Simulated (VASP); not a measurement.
# Ta (Pm-3m) in VASP: single point with LDA

Aim: the single point of Ta with LDA.

Program: VASP 6.6.1. These are calculated values, not measurements. Logs are shortened: lines on timing, memory, paths and dates and some standing lists are left out, and cuts for length are marked.

### 1 The cell of the first run

It takes space group Pm-3m (No. 221, cubic). The conventional cell has a = 3.999 Å, b = 3.999 Å, c = 3.999 Å, α = 90.00°, β = 90.00°, γ = 90.00°. Ta (site symmetry m-3m) has 6 Ta at 4.00 Å within 5.2 Å.

### 2 Single point, LDA

INCAR

```
PREC = Accurate
ENCUT = 500
EDIFF = 1E-6
ISMEAR = 1
SIGMA = 0.02
LREAL = False
LASPH = True
NELM = 120
ALGO = Normal
ISIF = 2
LWAVE = False
LCHARG = False
GGA = CA
NBANDS = 12
GGA_COMPAT = False
```

KPOINTS

```
Automatic mesh
0
Gamma
  4 4 4
```

POSCAR

```
Ta
1.0
    3.9993700000      0.0000000000      0.0000000000
    0.0000000000      3.9993700000      0.0000000000
    0.0000000000      0.0000000000      3.9993700000
Ta
1
Direct
    0.0000000000      0.0000000000      0.0000000000
```

Potentials or basis: VASP PAW LDA potentials, release 64 (Ta_pv).

On the command line:

```
cat potpaw_LDA.64/Ta_pv/POTCAR > POTCAR
mpirun -np 1 vasp_std > vasp.out
```

OUTCAR:

```text
PREC = Accurate
   ENCUT = 500
   EDIFF = 1E-6
   ISMEAR = 1
   LREAL = False
   LASPH = True
   NELM = 120
   ISIF = 2
   GGA = CA

 ion  position               nearest neighbor table
   1  0.000  0.000  0.000-

  LATTYP: Found a simple cubic cell.
 ALAT       =     3.9993700000

  Lattice vectors:

 A1 = (   3.9993700000,   0.0000000000,   0.0000000000)
 A2 = (   0.0000000000,   3.9993700000,   0.0000000000)
 A3 = (   0.0000000000,   0.0000000000,   3.9993700000)

Analysis of symmetry for initial positions (statically):
=====================================================================
 Subroutine PRICEL returns:
 Original cell was already a primitive cell.

 Routine SETGRP: Setting up the symmetry group for a
 simple cubic supercell.

 Subroutine GETGRP returns: Found 48 space group operations
 (whereof 48 operations were pure point group operations)
 out of a pool of 48 trial point group operations.

The static configuration has the point symmetry O_h .

Analysis of symmetry for dynamics (positions and initial velocities):
=====================================================================
 Subroutine PRICEL returns:
 Original cell was already a primitive cell.

 Routine SETGRP: Setting up the symmetry group for a
 simple cubic supercell.

 Subroutine GETGRP returns: Found 48 space group operations
 (whereof 48 operations were pure point group operations)
 out of a pool of 48 trial point group operations.

The dynamic configuration has the point symmetry O_h .

 Subroutine INISYM returns: Found 48 space group operations
 (whereof 48 operations are pure point group operations),
 and found     1 'primitive' translations

----------------------------------------------------------------------------------------

                                     Primitive cell

  volume of cell :      63.9698

  direct lattice vectors                    reciprocal lattice vectors
     3.999370000  0.000000000  0.000000000     0.250039381  0.000000000  0.000000000
     0.000000000  3.999370000  0.000000000     0.000000000  0.250039381  0.000000000
     0.000000000  0.000000000  3.999370000     0.000000000  0.000000000  0.250039381

  length of vectors
     3.999370000  3.999370000  3.999370000     0.250039381  0.250039381  0.250039381

  position of ions in fractional coordinates (direct lattice)
     0.000000000  0.000000000  0.000000000

  ion indices of the primitive-cell ions
   primitive index   ion index
                 1           1

----------------------------------------------------------------------------------------

 KPOINTS: Automatic mesh

Automatic generation of k-mesh.
 Grid dimensions read from file:
 generate k-points for:    4    4    4

 Generating k-lattice:

  Cartesian coordinates                     Fractional coordinates (reciprocal lattice)
     0.062509845  0.000000000  0.000000000     0.250000000  0.000000000  0.000000000
     0.000000000  0.062509845  0.000000000     0.000000000  0.250000000  0.000000000
     0.000000000  0.000000000  0.062509845     0.000000000  0.000000000  0.250000000

  Length of vectors
     0.062509845  0.062509845  0.062509845

  Shift w.r.t. Gamma in fractional coordinates (k-lattice)
     0.000000000  0.000000000  0.000000000

 Subroutine IBZKPT returns following result:
 ===========================================

 Found     10 irreducible k-points:

 Following reciprocal coordinates:
            Coordinates               Weight
  0.000000  0.000000  0.000000      1.000000
  0.250000  0.000000  0.000000      6.000000
  0.500000  0.000000  0.000000      3.000000
  0.250000  0.250000  0.000000     12.000000
  0.500000  0.250000  0.000000     12.000000
  0.500000  0.500000  0.000000      3.000000
  0.250000  0.250000  0.250000      8.000000
  0.500000  0.250000  0.250000     12.000000
  0.500000  0.500000  0.250000      6.000000
  0.500000  0.500000  0.500000      1.000000
   k-points           NKPTS =     10   k-points in BZ     NKDIM =     10   number of bands    NBANDS=     12
   number of dos      NEDOS =    301   number of ions     NIONS =      1
   total plane-waves  NPLWV =  27000
   dimension x,y,z NGX =    30 NGY =   30 NGZ =   30
   dimension x,y,z NGXF=    60 NGYF=   60 NGZF=   60
   ions per type =               1
   NGX,Y,Z   is equivalent  to a cutoff of  12.47, 12.47, 12.47 a.u.
   NGXF,Y,Z  is equivalent  to a cutoff of  24.94, 24.94, 24.94 a.u.
 SYSTEM =  unknown system
   PREC   = accura    normal or accurate (medium, high low for compatibility)
   ISTART =      0    job   : 0-new  1-cont  2-samecut
   ICHARG =      2    charge: 1-file 2-atom 10-const
   ISPIN  =      1    spin polarized calculation?
   LNONCOLLINEAR =      F non collinear calculations
   LSORBIT =      F    spin-orbit coupling
   LASPH  =      T    aspherical Exc in radial PAW
   ENCUT  =  500.0 eV  36.75 Ry    6.06 a.u.   7.29  7.29  7.29*2*pi/ulx,y,z
   NELM   =    120;   NELMIN=  2; NELMDL= -5     # of ELM steps
   EDIFF  = 0.1E-05   stopping-criterion for ELM
   LREAL  =      F    real-space projection
   EDIFFG = 0.1E-04   stopping-criterion for IOM
   NSW    =      0    number of steps for IOM
   IBRION =     -1    ionic relax: 0-MD 1-quasi-New 2-CG
   NFREE  =      0    steps in history (QN), initial steepest desc. (CG)
   ISIF   =      2    stress and relaxation
   ISYM   =      2    0-nonsym 1-usesym 2-fastsym
   POTIM  = 0.5000    time-step for ionic-motion
   TEBEG  =    0.0;   TEEND  =   0.0 temperature during run
   PSTRESS=    0.0 pullay stress
   NELECT =      11.0000    total number of electrons
   NUPDOWN=      -1.0000    fix difference up-down
   EMIN   =  10.00;   EMAX   =-10.00  energy-range for DOS
   EFERMI =   0.00;   METHOD = LEGACY
   ISMEAR =     1;   SIGMA  =   0.02  broadening in eV -4-tet -1-fermi 0-gaus
   EFERMI_NEDOS =   21; number of points for ismear=-14 and -15
   IALGO  =     38    algorithm
   IMIX   =      4    mixing-type and parameters
     AMIX     =   0.40;   BMIX     =  1.00
     AMIX_MAG =   1.60;   BMIX_MAG =  1.00
  volume/ion in A,a.u.               =      63.97       431.69
  Fermi-wavevector in a.u.,A,eV,Ry     =   0.910362  1.720335 11.275951  0.828759
  Thomas-Fermi vector in A             =   2.034515
   LORBIT       =      0    0 simple, 1 ext, 2 COOP (PROOUT), +10 PAW based schemes
   GGA     = CA    functional components
   LHFCALC =     F    Hartree Fock is set to
   AEXX    =    0.0000 exact exchange contribution
   IVDW    =     0    specifies the selected vdW correction
   LEPSILON=     F    determine dielectric tensor
   LRPA    =     F    only Hartree local field effects (RPA)
 non-spin polarized calculation
 Methfessel and Paxton  Order N= 1 SIGMA  =   0.02
  energy-cutoff  :      500.00
  volume of cell :       63.97
 maximum number of plane-waves:      1647
 NGX is ok and might be reduce to    30
   NGX = 15   NGY = 15   NGZ = 15

 number of electron      10.9999996 magnetization

 Free energy of the ion-electron system (eV)
  ---------------------------------------------------
  ext. energy  EPLUGINS =         0.00000000
  ---------------------------------------------------
  free energy    TOTEN  =        -5.38459111 eV

  energy without entropy =       -5.38497916  energy(sigma->0) =       -5.38472046

 E-fermi :  -1.1426     XC(G=0):  -7.3156

 val. band max:       -1.1474103016   @ k =   0.5000   0.5000   0.2500
 cond. band min:      -1.1234771039   @ k =   0.2500   0.2500   0.2500
 fundamental gap:      0.0239331978
 Fermi energy:        -1.1426464232

 k-point     1 :       0.0000    0.0000    0.0000
  band No.  band energies     occupation
      1     -36.7923      2.00000
      2     -36.7923      2.00000
      3     -36.7923      2.00000
      4      -4.7880      2.00000
      5      -1.7662      2.00000
      6      -1.7662      2.00000
      7      -0.1056      0.00000
      8      -0.1056      0.00000
      9      -0.1056      0.00000
     10       5.6341      0.00000
     11       5.6341      0.00000
     12       5.6341      0.00000

 k-point     2 :       0.2500    0.0000    0.0000
  band No.  band energies     occupation
      1     -36.8009      2.00000
      2     -36.7917      2.00000
      3     -36.7917      2.00000
      4      -4.2067      2.00000
      5      -1.6815      2.00000
      6      -1.4292      2.00000
      7      -0.4084      0.00000
      8      -0.4084      0.00000
      9      -0.0799      0.00000
     10       2.7189      0.00000
     11       6.4832      0.00000
     12       6.4832      0.00000

 k-point     3 :       0.5000    0.0000    0.0000
  band No.  band energies     occupation
      1     -36.8095      2.00000
      2     -36.7910      2.00000
      3     -36.7910      2.00000
      4      -3.4241      2.00000
      5      -1.5930      2.00000
      6      -0.7177      0.00000
      7      -0.6683      0.00000
      8      -0.6683      0.00000
      9      -0.0539      0.00000
     10       0.4802      0.00000
     11       7.5483      0.00000
     12       7.5483      0.00000

 k-point     4 :       0.2500    0.2500    0.0000
  band No.  band energies     occupation
      1     -36.8003      2.00000
      2     -36.8002      2.00000
      3     -36.7911      2.00000
      4      -3.6043      2.00000
      5      -1.4923      2.00000
      6      -1.1728      2.05484
      7      -0.7949     -0.00000
      8      -0.3918      0.00000
      9      -0.3435      0.00000
     10       3.3990      0.00000
     11       3.4381      0.00000
     12       7.3740      0.00000

 k-point     5 :       0.5000    0.2500    0.0000
  band No.  band energies     occupation
      1     -36.8089      2.00000
      2     -36.7996      2.00000
      3     -36.7905      2.00000
      4      -2.8053      2.00000
      5      -1.4870      2.00000
      6      -1.1988      2.00052
      7      -0.6185      0.00000
      8      -0.3267      0.00000
      9       0.3018      0.00000
     10       0.5071      0.00000
     11       4.3706      0.00000
     12       6.8470      0.00000

 k-point     6 :       0.5000    0.5000    0.0000
  band No.  band energies     occupation
      1     -36.8082      2.00000
      2     -36.8082      2.00000
      3     -36.7898      2.00000
      4      -2.2178      2.00000
      5      -1.7998      2.00000
      6      -0.5676      0.00000
      7      -0.5676      0.00000
      8       0.4012      0.00000
      9       0.8003      0.00000
     10       0.9157      0.00000
     11       0.9157      0.00000
     12       5.5908      0.00000

 k-point     7 :       0.2500    0.2500    0.2500
  band No.  band energies     occupation
      1     -36.7997      2.00000
      2     -36.7996      2.00000
      3     -36.7996      2.00000
      4      -2.9573      2.00000
      5      -1.1235     -0.04053
      6      -1.1235     -0.04053
      7      -0.8025     -0.00000
      8      -0.6903      0.00000
      9      -0.6903      0.00000
     10       4.0031      0.00000
     11       4.1981      0.00000
     12       4.1981      0.00000

 k-point     8 :       0.5000    0.2500    0.2500
  band No.  band energies     occupation
      1     -36.8082      2.00000
      2     -36.7990      2.00000
      3     -36.7990      2.00000
      4      -2.0434      2.00000
      5      -1.4703      2.00000
      6      -1.1134     -0.05874
      7      -0.9288     -0.00000
      8      -0.6777      0.00000
      9       0.5395      0.00000
     10       1.1117      0.00000
     11       5.1579      0.00000
     12       5.1616      0.00000

 k-point     9 :       0.5000    0.5000    0.2500
  band No.  band energies     occupation
      1     -36.8075      2.00000
      2     -36.8075      2.00000
      3     -36.7984      2.00000
      4      -1.6607      2.00000
      5      -1.2528      2.00000
      6      -1.1474      1.39076
      7      -1.1474      1.39075
      8       0.4186      0.00000
      9       0.8563      0.00000
     10       1.7918      0.00000
     11       1.7918      0.00000
     12       5.5958      0.00000

 k-point    10 :       0.5000    0.5000    0.5000
  band No.  band energies     occupation
      1     -36.8069      2.00000
      2     -36.8069      2.00000
      3     -36.8069      2.00000
      4      -1.5097      2.00000
      5      -1.5097      2.00000
      6      -1.5097      2.00000
      7       0.4361      0.00000
      8       0.4361      0.00000
      9       1.4626      0.00000
     10       2.5515      0.00000
     11       2.5515      0.00000
     12       2.5515      0.00000

------------------------ aborting loop because EDIFF is reached ----------------------------------------

  FORCE on cell =-STRESS in cart. coord.  units (eV):
  Direction    XX          YY          ZZ          XY          YZ          ZX
  --------------------------------------------------------------------------------------
  -------------------------------------------------------------------------------------
  Total       -5.2978824     -5.2978824     -5.2978824     -0.0000000     -0.0000000     -0.0000000
  in kB     -132.6899837   -132.6899837   -132.6899837     -0.0000000     -0.0000000     -0.0000000
  external PRESSURE =    -132.6899837 kB  Pullay stress =       0.0000000 kB

 VOLUME and BASIS-vectors are now :
 -----------------------------------------------------------------------------
  energy-cutoff  :      500.00
  volume of cell :       63.97
      direct lattice vectors                 reciprocal lattice vectors
     3.999370000  0.000000000  0.000000000     0.250039381  0.000000000  0.000000000
     0.000000000  3.999370000  0.000000000     0.000000000  0.250039381  0.000000000
     0.000000000  0.000000000  3.999370000     0.000000000  0.000000000  0.250039381

 POSITION                                       TOTAL-FORCE (eV/Angst)
 -----------------------------------------------------------------------------------
      0.00000      0.00000      0.00000         0.000000      0.000000      0.000000
 -----------------------------------------------------------------------------------
    total drift:                                0.000000      0.000000     -0.000000

  FREE ENERGIE OF THE ION-ELECTRON SYSTEM (eV)
  ---------------------------------------------------
  free  energy   TOTEN  =        -5.3845911082 eV

  energy  without entropy=       -5.3849791583  energy(sigma->0) =       -5.38472046
```

Run time: 8.4 s. Hardware: 1 thread of Intel Xeon 8259CL, shared host; peak memory 0.14 GiB.

What came out:

| Property | Result |
| --- | --- |
| Free energy | -5.3846 eV |
| Pressure | -13.3 GPa |

Levels at points of the mesh, in eV from the Fermi level:
```
           k point  band 4  band 5  band 6  band 7  band 8  band 9
(0.00, 0.00, 0.00)   -3.65   -0.62   -0.62    1.04    1.04    1.04
(0.50, 0.00, 0.00)   -2.28   -0.45    0.42    0.47    0.47    1.09
(0.50, 0.50, 0.00)   -1.08   -0.66    0.58    0.58    1.54    1.94
(0.50, 0.50, 0.50)   -0.37   -0.37   -0.37    1.58    1.58    2.61
```

Caveat: the k points lie up to 0.39 Å⁻¹ apart; spin-orbit coupling is left out, which moves the levels of the heavy elements.
